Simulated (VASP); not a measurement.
# H17O8F in VASP: notebook

Runs on H17O8F. Level: r2SCAN. Tasks: single point.

Everything below comes from runs of VASP 6.6.1. Logs are shortened: lines on timing, memory, paths and dates and some standing lists are left out, and cuts for length are marked.

## (1) The cell of the first run

The cell holds an amorphous packing of atoms, 26 atoms: a = 6.495 Å, b = 6.495 Å, c = 6.495 Å, α = 90.00°, β = 90.00°, γ = 90.00°.

## (2) Single point, r2SCAN

POSCAR reads:

```
H17O8F
1.0
    6.4950650000      0.0000000000      0.0000000000
    0.0000000000      6.4950650000      0.0000000000
    0.0000000000      0.0000000000      6.4950650000
O H F
8 17 1
Direct
    0.8533247935      0.2242009895      0.5180086727
    0.1870651025      0.3920207111      0.7213938583
    1.0254092915      0.2601667574      1.1010513367
    0.4001345637     -0.1234167787      0.6389928353
    0.1646942717     -0.0138412780      0.3502813290
    0.2364256555      0.7019483254      0.0382290247
    0.4689252532      0.5273850223      0.3791340040
    0.7282144213      0.6494623225      0.8240256256
    0.8058271934      0.3473098422      0.5542977630
    0.7697844440      0.1734701654      0.3980098737
    0.1863722688      0.2947776504      0.5979462869
    0.3031532402      0.4829050979      0.6976835490
    1.0365100272      0.2034467707      0.9771726688
    1.1056702281      0.1655872574      1.1811891028
    0.4693871424      0.0086219307      0.6294779190
    0.3305894552     -0.0849414132      0.5128663070
    0.0998450362     -0.1572732528      0.3110361482
    0.0701917533      0.0624474120      0.4478785047
    0.2052481384      0.7786527156     -0.0847412612
    0.1670653027      0.5530506623      0.0373976242
    0.5017809675      0.4082022274      0.2912672929
    0.4506190469      0.6387464945      0.2968869442
    0.5958062006      0.6627955224      0.7790838121
    0.8131096456      0.6995003129      0.7285069510
    0.7716473969      0.8478129164      0.0494221382
    0.7334645612      0.9464570408      0.1533317988
```

INCAR.step1 reads:

```
ALGO = Normal ; EDIFF = 1E-4
ENCUT = 520 ; GGA = PE
ISMEAR = -1 ; LASPH = T
LCHARG = F ; LREAL = Auto
LWAVE = T ; NBANDS = 55
NELM = 80 ; PREC = Accurate
SIGMA = 0.05
```

INCAR.step2 reads:

```
ALGO = Normal ; EDIFF = 1E-7
ENCUT = 520 ; ISIF = 2
ISMEAR = -1 ; ISTART = 1
LASPH = T ; LCHARG = F
LMIXTAU = T ; LREAL = Auto
LWAVE = F ; METAGGA = R2SCAN
NBANDS = 55 ; NELM = 80
PREC = Accurate ; SIGMA = 0.05
```

KPOINTS reads:

```
k-points
0
Gamma
  1 1 1
```

Potentials or basis: VASP PAW PBE potentials, release 64 (O, H, F).

On the command line:

```console
$ cat potpaw_PBE.64/O/POTCAR potpaw_PBE.64/H/POTCAR potpaw_PBE.64/F/POTCAR > POTCAR
$ cp INCAR.step1 INCAR
$ mpirun -np 1 vasp_gam > vasp.out
$ cp INCAR.step2 INCAR
$ mpirun -np 1 vasp_gam > vasp.out
```

OUTCAR:

```text
EDIFF = 1E-7
   ENCUT = 520
   ISIF = 2
   ISMEAR = -1
   ISTART = 1
   LASPH = T
   LREAL = Auto
   METAGGA = R2SCAN
   NELM = 80
   PREC = Accurate

 ion  position               nearest neighbor table
   1  0.853  0.224  0.518-   9 0.89  10 1.01
   2  0.187  0.392  0.721-  12 0.97  11 1.02
   3  0.025  0.260  0.101-  13 0.89  14 0.96
   4  0.400  0.877  0.639-  16 0.97  15 0.97
   5  0.165  0.986  0.350-  18 1.01  17 1.05
   6  0.236  0.702  0.038-  19 0.96  20 1.07
   7  0.469  0.527  0.379-  22 0.91  21 0.99
   8  0.728  0.649  0.824-  24 0.89  23 0.91
   9  0.806  0.347  0.554-   1 0.89
  10  0.770  0.173  0.398-   1 1.01
  11  0.186  0.295  0.598-   2 1.02
  12  0.303  0.483  0.698-   2 0.97
  13  0.037  0.203  0.977-   3 0.89
  14  0.106  0.166  0.181-   3 0.96
[... 10 lines left out ...]
  25  0.772  0.848  0.049-  26 0.96
  26  0.733  0.946  0.153-  25 0.96

  LATTYP: Found a simple cubic cell.
 ALAT       =     6.4950650000

  Lattice vectors:

 A1 = (   6.4950650000,   0.0000000000,   0.0000000000)
 A2 = (   0.0000000000,   6.4950650000,   0.0000000000)
 A3 = (   0.0000000000,   0.0000000000,   6.4950650000)

Analysis of symmetry for initial positions (statically):
=====================================================================
 Subroutine PRICEL returns:
 Original cell was already a primitive cell.

 Routine SETGRP: Setting up the symmetry group for a
 simple cubic supercell.

 Subroutine GETGRP returns: Found  1 space group operations
 (whereof  1 operations were pure point group operations)
 out of a pool of 48 trial point group operations.

The static configuration has the point symmetry C_1 .

Analysis of symmetry for dynamics (positions and initial velocities):
=====================================================================
 Subroutine PRICEL returns:
 Original cell was already a primitive cell.

 Routine SETGRP: Setting up the symmetry group for a
 simple cubic supercell.

 Subroutine GETGRP returns: Found  1 space group operations
 (whereof  1 operations were pure point group operations)
 out of a pool of 48 trial point group operations.

The dynamic configuration has the point symmetry C_1 .

 Subroutine INISYM returns: Found  1 space group operations
 (whereof  1 operations are pure point group operations),
 and found     1 'primitive' translations

----------------------------------------------------------------------------------------

                                     Primitive cell

  volume of cell :     274.0000

  direct lattice vectors                    reciprocal lattice vectors
     6.495065000  0.000000000  0.000000000     0.153963047  0.000000000  0.000000000
     0.000000000  6.495065000  0.000000000     0.000000000  0.153963047  0.000000000
     0.000000000  0.000000000  6.495065000     0.000000000  0.000000000  0.153963047

  length of vectors
     6.495065000  6.495065000  6.495065000     0.153963047  0.153963047  0.153963047

  position of ions in fractional coordinates (direct lattice)
     0.853324794  0.224200989  0.518008673
     0.187065103  0.392020711  0.721393858
     0.025409291  0.260166757  0.101051337
     0.400134564  0.876583221  0.638992835
     0.164694272  0.986158722  0.350281329
     0.236425655  0.701948325  0.038229025
[... 18 lines left out ...]
     0.771647397  0.847812916  0.049422138
     0.733464561  0.946457041  0.153331799

  ion indices of the primitive-cell ions
   primitive index   ion index
                 1           1
                 2           2
                 3           3
                 4           4
                 5           5
                 6           6
[... 18 lines left out ...]
                25          25
                26          26

----------------------------------------------------------------------------------------

 KPOINTS: k-points

Automatic generation of k-mesh.
 Grid dimensions read from file:
 generate k-points for:    1    1    1

 Generating k-lattice:

  Cartesian coordinates                     Fractional coordinates (reciprocal lattice)
     0.153963047  0.000000000  0.000000000     1.000000000  0.000000000  0.000000000
     0.000000000  0.153963047  0.000000000     0.000000000  1.000000000  0.000000000
     0.000000000  0.000000000  0.153963047     0.000000000  0.000000000  1.000000000

  Length of vectors
     0.153963047  0.153963047  0.153963047

  Shift w.r.t. Gamma in fractional coordinates (k-lattice)
     0.000000000  0.000000000  0.000000000

 Subroutine IBZKPT returns following result:
 ===========================================

 Found      1 irreducible k-points:

 Following reciprocal coordinates:
            Coordinates               Weight
  0.000000  0.000000  0.000000      1.000000
   k-points           NKPTS =      1   k-points in BZ     NKDIM =      1   number of bands    NBANDS=     55
   number of dos      NEDOS =    301   number of ions     NIONS =     26
   total plane-waves  NPLWV = 110592
   dimension x,y,z NGX =    48 NGY =   48 NGZ =   48
   dimension x,y,z NGXF=    96 NGYF=   96 NGZF=   96
   ions per type =               8  17   1
   NGX,Y,Z   is equivalent  to a cutoff of  12.29, 12.29, 12.29 a.u.
   NGXF,Y,Z  is equivalent  to a cutoff of  24.57, 24.57, 24.57 a.u.
 SYSTEM =  unknown system
   PREC   = accura    normal or accurate (medium, high low for compatibility)
   ISTART =      1    job   : 0-new  1-cont  2-samecut
   ICHARG =      0    charge: 1-file 2-atom 10-const
   ISPIN  =      1    spin polarized calculation?
   LNONCOLLINEAR =      F non collinear calculations
   LSORBIT =      F    spin-orbit coupling
   LASPH  =      T    aspherical Exc in radial PAW
   ENCUT  =  520.0 eV  38.22 Ry    6.18 a.u.  12.08 12.08 12.08*2*pi/ulx,y,z
   NELM   =     80;   NELMIN=  2; NELMDL=  0     # of ELM steps
   EDIFF  = 0.1E-06   stopping-criterion for ELM
   LREAL  =      T    real-space projection
   EDIFFG = 0.1E-05   stopping-criterion for IOM
   NSW    =      0    number of steps for IOM
   IBRION =     -1    ionic relax: 0-MD 1-quasi-New 2-CG
   NFREE  =      0    steps in history (QN), initial steepest desc. (CG)
   ISIF   =      2    stress and relaxation
   ISYM   =      2    0-nonsym 1-usesym 2-fastsym
   POTIM  = 0.5000    time-step for ionic-motion
   TEBEG  =    0.0;   TEEND  =   0.0 temperature during run
   PSTRESS=    0.0 pullay stress
   NELECT =      72.0000    total number of electrons
   NUPDOWN=      -1.0000    fix difference up-down
   EMIN   =  10.00;   EMAX   =-10.00  energy-range for DOS
   EFERMI =   0.00;   METHOD = LEGACY
   ISMEAR =    -1;   SIGMA  =   0.05  broadening in eV -4-tet -1-fermi 0-gaus
   EFERMI_NEDOS =   21; number of points for ismear=-14 and -15
   IALGO  =     38    algorithm
   IMIX   =      4    mixing-type and parameters
     AMIX     =   0.40;   BMIX     =  1.00
     AMIX_MAG =   1.60;   BMIX_MAG =  1.00
  volume/ion in A,a.u.               =      10.54        71.12
  Fermi-wavevector in a.u.,A,eV,Ry     =   1.048581  1.981532 14.959919  1.099523
  Thomas-Fermi vector in A             =   2.183509
   LORBIT       =      0    0 simple, 1 ext, 2 COOP (PROOUT), +10 PAW based schemes
   METAGGA = R2SCAN    functional components
   LHFCALC =     F    Hartree Fock is set to
   AEXX    =    0.0000 exact exchange contribution
   IVDW    =     0    specifies the selected vdW correction
   LEPSILON=     F    determine dielectric tensor
   LRPA    =     F    only Hartree local field effects (RPA)
 non-spin polarized calculation
  energy-cutoff  :      520.00
  volume of cell :      274.00
 maximum number of plane-waves:      3625
   NGX = 25   NGY = 25   NGZ = 25

 number of electron      72.0000007 magnetization

 Free energy of the ion-electron system (eV)
  ---------------------------------------------------
  ext. energy  EPLUGINS =         0.00000000
  ---------------------------------------------------
  free energy    TOTEN  =      -132.90781433 eV

  energy without entropy =     -132.90781433  energy(sigma->0) =     -132.90781433

 E-fermi :  -2.6028     XC(G=0):  -6.9264

 val. band max:       -3.8695858633   @ k =   0.0000   0.0000   0.0000
 cond. band min:       0.6305317222   @ k =   0.0000   0.0000   0.0000
 fundamental gap:      4.5001175855
 Fermi energy:        -2.6027966852

 k-point     1 :       0.0000    0.0000    0.0000
  band No.  band energies     occupation
      1     -28.1208      2.00000
      2     -24.7411      2.00000
      3     -24.6177      2.00000
      4     -24.3331      2.00000
      5     -23.9353      2.00000
      6     -23.7183      2.00000
[... 40 lines left out ...]
     47       6.6329      0.00000
     48       6.8778      0.00000
 [bands above 48 left out]

------------------------ aborting loop because EDIFF is reached ----------------------------------------

  FORCE on cell =-STRESS in cart. coord.  units (eV):
  Direction    XX          YY          ZZ          XY          YZ          ZX
  --------------------------------------------------------------------------------------
  -------------------------------------------------------------------------------------
  Total        4.3897606     -2.1213898      7.6355475     -3.4508965     -4.3016593      1.5132425
  in kB       25.6685250    -12.4045371     44.6478201    -20.1786457    -25.1533648      8.8484785
  external PRESSURE =      19.3039360 kB  Pullay stress =       0.0000000 kB

 VOLUME and BASIS-vectors are now :
 -----------------------------------------------------------------------------
  energy-cutoff  :      520.00
  volume of cell :      274.00
      direct lattice vectors                 reciprocal lattice vectors
     6.495065000  0.000000000  0.000000000     0.153963047  0.000000000  0.000000000
     0.000000000  6.495065000  0.000000000     0.000000000  0.153963047  0.000000000
     0.000000000  0.000000000  6.495065000     0.000000000  0.000000000  0.153963047

 POSITION                                       TOTAL-FORCE (eV/Angst)
 -----------------------------------------------------------------------------------
      5.54240      1.45620      3.36450         0.651445     -5.840998     -2.616687
      1.21500      2.54620      4.68550         0.127978     -1.397562     -1.751776
      0.16503      1.68980      0.65634        -0.394497      2.874249      3.951404
      2.59890      5.69347      4.15030         0.838264      0.973143      0.375876
      1.06970      6.40516      2.27510        -1.736365     -1.873821      0.446296
      1.53560      4.55920      0.24830        -1.165420     -2.886792      0.944919
[... 18 lines left out ...]
      5.01190      5.50660      0.32100        -0.621732      0.255109      0.323542
      4.76390      6.14730      0.99590         0.210567     -0.759723     -0.432955
 -----------------------------------------------------------------------------------
    total drift:                               -0.001518     -0.000366     -0.007353

  FREE ENERGIE OF THE ION-ELECTRON SYSTEM (eV)
  ---------------------------------------------------
  free  energy   TOTEN  =      -132.9078143328 eV

  energy  without entropy=     -132.9078143327  energy(sigma->0) =     -132.90781433
```

It took 78 s on 1 thread of Intel Xeon Platinum 8488C (Sapphire Rapids), shared host; peak memory 0.33 GiB.

What came out:

```
Free energy            : -132.9078 eV
Pressure               : 1.9 GPa
Largest force          : 6.433 eV/Å
Band gap on the k mesh : 4.50 eV
```

Forces on the atoms (eV/Å):
```
O    0.651 -5.841 -2.617
O    0.128 -1.398 -1.752
O   -0.394  2.874  3.951
O    0.838  0.973  0.376
O   -1.736 -1.874  0.446
O   -1.165 -2.887  0.945
O    0.946 -4.164  2.136
O    0.485 -2.001  4.984
H   -1.716  4.776  1.444
H    1.098  0.714  1.118
H    0.027  1.872  1.803
H   -0.104 -0.179 -0.292
H    0.171 -1.523 -5.146
H    0.213 -0.347  0.662
H    0.948 -0.041  1.442
H   -1.375 -1.133 -1.008
H    1.180  2.830  0.419
H    0.235 -0.997 -0.997
H    0.010 -0.337 -0.318
H    1.043  2.798 -0.436
H   -0.339  1.123  0.251
H   -0.481  2.840 -2.529
H   -3.093  0.745 -1.233
H    2.841  1.681 -3.540
H   -0.622  0.255  0.324
F    0.211 -0.760 -0.433
```

Stress tensor (GPa, compression positive):
```
 2.57 -2.02  0.88
-2.02 -1.24 -2.52
 0.88 -2.52  4.46
```

Caveat: the k points lie up to 0.97 Å⁻¹ apart; the PAW data sets were made with another functional, which shifts forces and pressure a little.

## (3) Single point, r2SCAN

POSCAR reads:

```
H17O8F
1.0
    6.4950650000      0.0000000000      0.0000000000
    0.0000000000      6.4950650000      0.0000000000
    0.0000000000      0.0000000000      6.4950650000
O H F
8 17 1
Direct
    0.8465812120      0.2288044846      0.5164074570
    0.1597058690      0.3401043715      0.7034725596
    1.0455014692      0.2754706843      1.1196808654
    0.3930522635     -0.1140712218      0.6815020327
    0.1531470432     -0.0258042067      0.3666629972
    0.2488966623      0.7136341207     -0.0321012954
    0.4656458403      0.4992097847      0.3722672521
    0.7138188763      0.6262600913      0.8419007354
    0.8650875703      0.2352401400      0.6759593630
    0.8705224659      0.3586723151      0.4704648837
    0.1669267359      0.2654630862      0.5654908765
    0.2630920553      0.4574857988      0.6767599708
    1.0425607750      0.3163478733      0.9808215930
    1.1137070992      0.1548868256      1.1183567832
    0.3961161282     -0.0025403903      0.7725095900
    0.3260475453     -0.0505922574      0.5540360258
    0.1962413001     -0.0843409573      0.2388736679
    0.0099460129      0.0205078779      0.3470942939
    0.3052471376      0.7565590183     -0.1705140749
    0.2959169770      0.5824730007     -0.0204001038
    0.3476639572      0.3848922220      0.3452621336
    0.5140056335      0.5296328828      0.2411369247
    0.5838740644      0.6874142137      0.7973900184
    0.8041182036      0.7287532919      0.7808235945
    0.6320337056      0.9375425804      0.1423542336
    0.7626559549      0.9987736843      0.1485743407
```

INCAR.step1 reads:

```
SYSTEM = H17O8F
PREC = Accurate
ENCUT = 520
ISMEAR = -1
SIGMA = 0.05
LREAL = Auto
LASPH = .TRUE.
NELM = 100
NBANDS = 55
GGA = PE
ALGO = Normal
EDIFF = 1E-4
LWAVE = .TRUE.
LCHARG = .FALSE.
```

INCAR.step2 reads:

```
SYSTEM = H17O8F
PREC = Accurate
ENCUT = 520
EDIFF = 1E-6
ISMEAR = -1
SIGMA = 0.05
LREAL = Auto
LASPH = .TRUE.
NELM = 100
ALGO = Normal
ISIF = 2
LWAVE = .FALSE.
LCHARG = .FALSE.
METAGGA = R2SCAN
LMIXTAU = .TRUE.
NBANDS = 55
ISTART = 1
```

KPOINTS reads:

```
regular mesh
0
G
  1 1 1
  0 0 0
```

Potentials or basis: VASP PAW PBE potentials, release 64 (O, H, F).

On the command line:

```console
$ cat potpaw_PBE.64/O/POTCAR potpaw_PBE.64/H/POTCAR potpaw_PBE.64/F/POTCAR > POTCAR
$ cp INCAR.step1 INCAR
$ mpirun -np 1 vasp_gam > vasp.out
$ cp INCAR.step2 INCAR
$ mpirun -np 1 vasp_gam > vasp.out
```

Run time: 73 s. Hardware: 1 thread of Intel Xeon Platinum 8488C (Sapphire Rapids), shared host; peak memory 0.33 GiB.

Results (log left out):

```
Free energy            : -132.2336 eV
Pressure               : 1.8 GPa
Largest force          : 5.723 eV/Å
Band gap on the k mesh : 4.47 eV
```

Forces on the atoms (eV/Å):
```
O   -0.844 -4.036  3.968
O    2.956  1.171 -2.161
O   -1.436  3.624  1.012
O    0.192  0.592 -3.001
O   -0.315  0.416  0.329
O   -0.849  2.843 -0.028
O   -3.644 -3.074  1.609
O   -0.400  0.725 -0.328
H   -0.527  0.236 -3.274
H    0.353  3.363 -1.079
H   -0.546  0.689  1.928
H   -1.581 -1.718  0.534
H   -0.128  0.735 -1.370
H    1.899 -3.403  0.002
H    0.277  1.557  1.132
H    0.170 -1.232  0.824
H    0.185 -0.987 -0.589
H    0.338 -0.038  0.588
H   -0.918  0.173  0.605
H    0.793 -3.495  0.999
H    2.783  2.753  0.194
H    0.802  0.384 -2.031
H    0.317 -0.449 -0.038
H    0.360 -0.434  0.310
H    0.439 -0.100  0.071
F   -0.676 -0.293 -0.206
```

Stress tensor (GPa, compression positive):
```
 0.01 -1.88 -0.54
-1.88  4.54 -2.11
-0.54 -2.11  0.99
```

Levels at points of the mesh, in eV from the valence-band top:
```tsv
k point	band 33	band 34	band 35	band 36	band 37	band 38	band 39	band 40
(0.00, 0.00, 0.00)	-0.69	-0.45	-0.37	0.00	4.47	7.30	7.55	8.04
```

Caveat: the k points lie up to 0.97 Å⁻¹ apart; the PAW data sets were made with another functional, which shifts forces and pressure a little.
